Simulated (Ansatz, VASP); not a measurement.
Mg in VASP and in Ansatz

```xyz
2
Lattice="0.0000 3.6145 3.6145 3.6145 0.0000 3.6145 3.6145 3.6145 0.0000" Properties=species:S:1:pos:R:3 pbc="T T T"
Mg    0.9036    0.9036    0.9036
Mg    6.3255    6.3255    6.3255
```

Alike in both runs: task single point; functional BLYP; k mesh 9 × 9 × 9; occupations fermi-dirac, width 0.1 eV; no spin polarisation.

|  | VASP | Ansatz |
| --- | --- | --- |
| version | VASP 6.6.1 | Ansatz 0.2.0 |
| potentials or method | VASP PAW PBE potentials, release 64 (Mg), cutoff 520 eV | plane waves (420 eV) with PAW, scalar-relativistic |
| valence electrons in the cell | 4 | 20 |

|  | VASP | Ansatz | Ansatz less VASP |
| --- | --- | --- | --- |
| pressure (GPa) | -0.2 | -0.2 | 0.00 |

VASP's potentials were made for PBE, not for BLYP. VASP's potentials hold 4 valence electrons a cell and Ansatz's 20, so a difference there can come from the potentials and not from the codes.
